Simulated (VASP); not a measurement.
# Mn3Sb (Fm-3m) in VASP: notebook

The runs below take Mn3Sb through single point, relaxation of cell and atoms, with PBEsol.

Program: VASP 6.6.1. These are calculated values, not measurements. Logs are shortened: lines on timing, memory, paths and dates and some standing lists are left out, and cuts for length are marked.

## 1. The cell of the first run

Symmetry: Fm-3m, No. 225, cubic system. The conventional cell has a = 5.893 Å, b = 5.893 Å, c = 5.893 Å, α = 90.00°, β = 90.00°, γ = 90.00°. Within 3.4 Å of Mn (site symmetry -43m) lie 10 Mn at 2.55 to 2.95 Å and 4 Sb at 2.55 Å. Within 3.4 Å of Mn (site symmetry m-3m) lie 8 Mn at 2.55 Å and 6 Sb at 2.95 Å. Sb (site symmetry m-3m) has 14 Mn at 2.55 to 2.95 Å within 3.4 Å.

## 2. Single point, PBEsol, collinear spin, ferrimagnetic start

Contents of INCAR:

```
PREC = Accurate
ENCUT = 520
EDIFF = 1E-6
ISMEAR = 0
SIGMA = 0.1
LREAL = F
LASPH = T
NELM = 150
ALGO = Normal
ISIF = 2
LWAVE = F
LCHARG = F
ISPIN = 2
MAGMOM = -0.51 -0.51 3.11 0
LORBIT = 11
LMAXMIX = 4
GGA = PS
NBANDS = 34
```

Contents of KPOINTS:

```
Automatic mesh
0
Gamma
  6 6 6
```

Contents of POSCAR:

```
Mn3Sb
1.0
    0.0000000000      2.9463757591      2.9463757591
    2.9463757591      0.0000000000      2.9463757591
    2.9463757591      2.9463757591      0.0000000000
Mn Sb
3 1
Direct
    0.7500000000      0.7500000000      0.7500000000
    0.2500000000      0.2500000000      0.2500000000
    0.0000000000      0.0000000000      0.0000000000
    0.5000000000      0.5000000000      0.5000000000
```

Potentials or basis: VASP PAW PBE potentials, release 64 (Mn_pv, Sb).

Launch:

```bash
$ cat potpaw_PBE.64/Mn_pv/POTCAR potpaw_PBE.64/Sb/POTCAR > POTCAR
$ mpirun -np 1 vasp_std > vasp.out
```

OUTCAR:

```text
PREC = Accurate
   ENCUT = 520
   EDIFF = 1E-6
   ISMEAR = 0
   LREAL = F
   LASPH = T
   NELM = 150
   ISIF = 2
   ISPIN = 2
   LORBIT = 11
   GGA = PS

 ion  position               nearest neighbor table
   1  0.750  0.750  0.750-   4 2.55   4 2.55   4 2.55   3 2.55   4 2.55   3 2.55   3 2.55   3 2.55
                             2 2.95   2 2.95   2 2.95   2 2.95   2 2.95   2 2.95
   2  0.250  0.250  0.250-   3 2.55   3 2.55   3 2.55   3 2.55   4 2.55   4 2.55   4 2.55   4 2.55
                             1 2.95   1 2.95   1 2.95   1 2.95   1 2.95   1 2.95
   3  0.000  0.000  0.000-   1 2.55   1 2.55   1 2.55   1 2.55   2 2.55   2 2.55   2 2.55   2 2.55
                             4 2.95   4 2.95   4 2.95   4 2.95   4 2.95   4 2.95
   4  0.500  0.500  0.500-   2 2.55   2 2.55   2 2.55   1 2.55   2 2.55   1 2.55   1 2.55   1 2.55
                             3 2.95   3 2.95   3 2.95   3 2.95   3 2.95   3 2.95

  LATTYP: Found a face centered cubic cell.
 ALAT       =     5.8927515182

  Lattice vectors:

 A1 = (   0.0000000000,   2.9463757591,   2.9463757591)
 A2 = (   2.9463757591,   0.0000000000,   2.9463757591)
 A3 = (   2.9463757591,   2.9463757591,   0.0000000000)

Analysis of symmetry for initial positions (statically):
=====================================================================
 Subroutine PRICEL returns:
 Original cell was already a primitive cell.

 Routine SETGRP: Setting up the symmetry group for a
 face centered cubic supercell.

 Subroutine GETGRP returns: Found 48 space group operations
 (whereof 48 operations were pure point group operations)
 out of a pool of 48 trial point group operations.

The static configuration has the point symmetry O_h .

Analysis of symmetry for dynamics (positions and initial velocities):
=====================================================================
 Subroutine PRICEL returns:
 Original cell was already a primitive cell.

 Routine SETGRP: Setting up the symmetry group for a
 face centered cubic supercell.

 Subroutine GETGRP returns: Found 48 space group operations
 (whereof 48 operations were pure point group operations)
 out of a pool of 48 trial point group operations.

The dynamic configuration has the point symmetry O_h .

Analysis of structural, dynamic, and magnetic symmetry:
=====================================================================
 Subroutine PRICEL returns:
 Original cell was already a primitive cell.

 Routine SETGRP: Setting up the symmetry group for a
 face centered cubic supercell.

 Subroutine GETGRP returns: Found 48 space group operations
 (whereof 48 operations were pure point group operations)
 out of a pool of 48 trial point group operations.

The overall configuration has the point symmetry O_h .

 Subroutine INISYM returns: Found 48 space group operations
 (whereof 48 operations are pure point group operations),
 and found     1 'primitive' translations

----------------------------------------------------------------------------------------

                                     Primitive cell

  volume of cell :      51.1557

  direct lattice vectors                    reciprocal lattice vectors
     0.000000000  2.946375759  2.946375759    -0.169700011  0.169700011  0.169700011
     2.946375759  0.000000000  2.946375759     0.169700011 -0.169700011  0.169700011
     2.946375759  2.946375759  0.000000000     0.169700011  0.169700011 -0.169700011

  length of vectors
     4.166804558  4.166804558  4.166804558     0.293929042  0.293929042  0.293929042

  position of ions in fractional coordinates (direct lattice)
     0.750000000  0.750000000  0.750000000
     0.250000000  0.250000000  0.250000000
     0.000000000  0.000000000  0.000000000
     0.500000000  0.500000000  0.500000000

  ion indices of the primitive-cell ions
   primitive index   ion index
                 1           1
                 2           2
                 3           3
                 4           4

----------------------------------------------------------------------------------------

 KPOINTS: Automatic mesh

Automatic generation of k-mesh.
 Grid dimensions read from file:
 generate k-points for:    6    6    6

 Generating k-lattice:

  Cartesian coordinates                     Fractional coordinates (reciprocal lattice)
    -0.028283335  0.028283335  0.028283335     0.166666667  0.000000000  0.000000000
     0.028283335 -0.028283335  0.028283335     0.000000000  0.166666667  0.000000000
     0.028283335  0.028283335 -0.028283335     0.000000000  0.000000000  0.166666667

  Length of vectors
     0.048988174  0.048988174  0.048988174

  Shift w.r.t. Gamma in fractional coordinates (k-lattice)
     0.000000000  0.000000000  0.000000000

 Subroutine IBZKPT returns following result:
 ===========================================

 Found     16 irreducible k-points:

 Following reciprocal coordinates:
            Coordinates               Weight
  0.000000  0.000000  0.000000      1.000000
  0.166667  0.000000  0.000000      8.000000
  0.333333  0.000000  0.000000      8.000000
  0.500000  0.000000  0.000000      4.000000
  0.166667  0.166667  0.000000      6.000000
  0.333333  0.166667  0.000000     24.000000
[... 8 lines left out ...]
 -0.333333  0.333333  0.166667     24.000000
 -0.333333  0.500000  0.166667     12.000000
   k-points           NKPTS =     16   k-points in BZ     NKDIM =     16   number of bands    NBANDS=     34
   number of dos      NEDOS =    301   number of ions     NIONS =      4
   total plane-waves  NPLWV =  32768
   dimension x,y,z NGX =    32 NGY =   32 NGZ =   32
   dimension x,y,z NGXF=    64 NGYF=   64 NGZF=   64
   ions per type =               3   1
   NGX,Y,Z   is equivalent  to a cutoff of  12.77, 12.77, 12.77 a.u.
   NGXF,Y,Z  is equivalent  to a cutoff of  25.53, 25.53, 25.53 a.u.
 SYSTEM =  unknown system
   PREC   = accura    normal or accurate (medium, high low for compatibility)
   ISTART =      0    job   : 0-new  1-cont  2-samecut
   ICHARG =      2    charge: 1-file 2-atom 10-const
   ISPIN  =      2    spin polarized calculation?
   LNONCOLLINEAR =      F non collinear calculations
   LSORBIT =      F    spin-orbit coupling
   LASPH  =      T    aspherical Exc in radial PAW
   ENCUT  =  520.0 eV  38.22 Ry    6.18 a.u.   7.75  7.75  7.75*2*pi/ulx,y,z
   NELM   =    150;   NELMIN=  2; NELMDL= -5     # of ELM steps
   EDIFF  = 0.1E-05   stopping-criterion for ELM
   LREAL  =      F    real-space projection
   EDIFFG = 0.1E-04   stopping-criterion for IOM
   NSW    =      0    number of steps for IOM
   IBRION =     -1    ionic relax: 0-MD 1-quasi-New 2-CG
   NFREE  =      0    steps in history (QN), initial steepest desc. (CG)
   ISIF   =      2    stress and relaxation
   ISYM   =      2    0-nonsym 1-usesym 2-fastsym
   POTIM  = 0.5000    time-step for ionic-motion
   TEBEG  =    0.0;   TEEND  =   0.0 temperature during run
   PSTRESS=    0.0 pullay stress
   NELECT =      44.0000    total number of electrons
   NUPDOWN=      -1.0000    fix difference up-down
   EMIN   =  10.00;   EMAX   =-10.00  energy-range for DOS
   EFERMI =   0.00;   METHOD = LEGACY
   ISMEAR =     0;   SIGMA  =   0.10  broadening in eV -4-tet -1-fermi 0-gaus
   EFERMI_NEDOS =   21; number of points for ismear=-14 and -15
   IALGO  =     38    algorithm
   IMIX   =      4    mixing-type and parameters
     AMIX     =   0.40;   BMIX     =  1.00
     AMIX_MAG =   1.60;   BMIX_MAG =  1.00
  volume/ion in A,a.u.               =      12.79        86.30
  Fermi-wavevector in a.u.,A,eV,Ry     =   1.556901  2.942116 32.979705  2.423940
  Thomas-Fermi vector in A             =   2.660629
   LORBIT       =     11    0 simple, 1 ext, 2 COOP (PROOUT), +10 PAW based schemes
   GGA     = PS    functional components
   LHFCALC =     F    Hartree Fock is set to
   AEXX    =    0.0000 exact exchange contribution
   IVDW    =     0    specifies the selected vdW correction
   LEPSILON=     F    determine dielectric tensor
   LRPA    =     F    only Hartree local field effects (RPA)
 spin polarized calculation
 Gauss-broadening in eV      SIGMA  =   0.10
  energy-cutoff  :      520.00
  volume of cell :       51.16
 maximum number of plane-waves:      1411
   NGX = 15   NGY = 15   NGZ = 15

 number of electron      43.9999997 magnetization       2.0241765

 Free energy of the ion-electron system (eV)
  ---------------------------------------------------
  ext. energy  EPLUGINS =         0.00000000
  ---------------------------------------------------
  free energy    TOTEN  =       -33.37479532 eV

  energy without entropy =      -33.36438881  energy(sigma->0) =      -33.36959206

 E-fermi :  11.7478     XC(G=0): -13.3281

 val. band max:       11.6795680985   @ k =  -0.3333   0.5000   0.1667
 cond. band min:      11.7658030232   @ k =  -0.3333   0.3333   0.1667
 fundamental gap:      0.0862349246
 Fermi energy:        11.7478171608

 spin component 1

 k-point     1 :       0.0000    0.0000    0.0000
  band No.  band energies     occupation
      1     -37.5929      1.00000
      2     -37.5929      1.00000
      3     -37.5929      1.00000
      4     -35.7143      1.00000
      5     -35.7143      1.00000
      6     -35.7143      1.00000
[... 26 lines left out ...]
     33      19.2779      0.00000
     34      19.2779      0.00000

 k-point     2 :       0.1667    0.0000    0.0000
  band No.  band energies     occupation
      1     -37.5937      1.00000
      2     -37.5937      1.00000
      3     -37.5931      1.00000
      4     -35.7097      1.00000
      5     -35.7097      1.00000
      6     -35.7088      1.00000
[... 26 lines left out ...]
     33      19.6238      0.00000
     34      19.6239      0.00000
[... 479 lines left out ...]
     33      20.9505      0.00000
     34      22.4214      0.00000

 k-point    16 :      -0.3333    0.5000    0.1667
  band No.  band energies     occupation
      1     -37.6000      1.00000
      2     -37.5970      1.00000
      3     -37.5909      1.00000
      4     -35.7319      1.00000
      5     -35.7156      1.00000
      6     -35.6951      1.00000
[... 26 lines left out ...]
     33      23.1539      0.00000
     34      23.8073      0.00000
 Fermi energy:        11.7478171608

 spin component 2

 k-point     1 :       0.0000    0.0000    0.0000
  band No.  band energies     occupation
      1     -36.0780      1.00000
      2     -36.0780      1.00000
      3     -36.0780      1.00000
      4     -36.0295      1.00000
      5     -36.0295      1.00000
      6     -36.0295      1.00000
[... 26 lines left out ...]
     33      19.5317      0.00000
     34      19.5317      0.00000

 k-point     2 :       0.1667    0.0000    0.0000
  band No.  band energies     occupation
      1     -36.0801      1.00000
      2     -36.0758      1.00000
      3     -36.0758      1.00000
      4     -36.0332      1.00000
      5     -36.0332      1.00000
      6     -36.0287      1.00000
[... 26 lines left out ...]
     33      19.9160      0.00000
     34      19.9174      0.00000
[... 479 lines left out ...]
     33      21.1242      0.00000
     34      22.7777      0.00000

 k-point    16 :      -0.3333    0.5000    0.1667
  band No.  band energies     occupation
      1     -36.1141      1.00000
      2     -36.0944      1.00000
      3     -36.0849      1.00000
      4     -36.0356      1.00000
      5     -36.0095      1.00000
      6     -36.0065      1.00000
[... 26 lines left out ...]
     33      23.2362      0.00000
     34      23.9600      0.00000

------------------------ aborting loop because EDIFF is reached ----------------------------------------

  FORCE on cell =-STRESS in cart. coord.  units (eV):
  Direction    XX          YY          ZZ          XY          YZ          ZX
  --------------------------------------------------------------------------------------
  -------------------------------------------------------------------------------------
  Total        0.0666072      0.0666072      0.0666072      0.0000000     -0.0000000      0.0000000
  in kB        2.0861119      2.0861119      2.0861119      0.0000000     -0.0000000      0.0000000
  external PRESSURE =       2.0861119 kB  Pullay stress =       0.0000000 kB

 VOLUME and BASIS-vectors are now :
 -----------------------------------------------------------------------------
  energy-cutoff  :      520.00
  volume of cell :       51.16
      direct lattice vectors                 reciprocal lattice vectors
     0.000000000  2.946375759  2.946375759    -0.169700011  0.169700011  0.169700011
     2.946375759  0.000000000  2.946375759     0.169700011 -0.169700011  0.169700011
     2.946375759  2.946375759  0.000000000     0.169700011  0.169700011 -0.169700011

 POSITION                                       TOTAL-FORCE (eV/Angst)
 -----------------------------------------------------------------------------------
      4.41956      4.41956      4.41956         0.000000     -0.000000      0.000000
      1.47319      1.47319      1.47319        -0.000000      0.000000     -0.000000
      0.00000      0.00000      0.00000        -0.000000      0.000000     -0.000000
      2.94638      2.94638      2.94638        -0.000000      0.000000     -0.000000
 -----------------------------------------------------------------------------------
    total drift:                               -0.000000     -0.000000      0.000000

  FREE ENERGIE OF THE ION-ELECTRON SYSTEM (eV)
  ---------------------------------------------------
  free  energy   TOTEN  =       -33.3747953181 eV

  energy  without entropy=      -33.3643888112  energy(sigma->0) =      -33.36959206

 total charge

# of ion       s       p       d       tot
------------------------------------------
    1        0.312   6.324   5.333  11.970
    2        0.312   6.324   5.333  11.970
    3        0.350   6.324   5.088  11.762
    4        1.054   1.399   0.158   2.611
--------------------------------------------------
tot          2.028  20.372  15.912  38.313

 magnetization (x)

# of ion       s       p       d       tot
------------------------------------------
    1       -0.005  -0.012  -0.365  -0.382
    2       -0.005  -0.012  -0.365  -0.382
    3        0.022   0.030   2.641   2.694
    4        0.020   0.016  -0.007   0.029
--------------------------------------------------
tot          0.032   0.024   1.903   1.959
```

Run time: 36 s. Hardware: 1 thread of AMD EPYC 9R45 (Zen 5), shared host; peak memory 0.19 GiB.

What came out:

```yaml
Free_energy: -33.3748 eV
Pressure: 0.2 GPa
Band_gap_on_the_k_mesh: zero (filled and empty bands overlap)
Net_moment: 2.02 μB per cell
Site_moments: Mn -0.38, +2.69 (each value once); Sb +0.03 μB
Valence_electrons_inside_the_program's_atomic_spheres: Mn 11.97, 11.76 (each value once); Sb 2.61
```

Caveat: the PAW data sets were made with another functional, which shifts forces and pressure a little; spin-orbit coupling is left out, which moves the levels of the heavy elements.

(Continued in part 2 of 2.)

The gap in the log of VASP goes by the Fermi energy; the results here count the filled bands.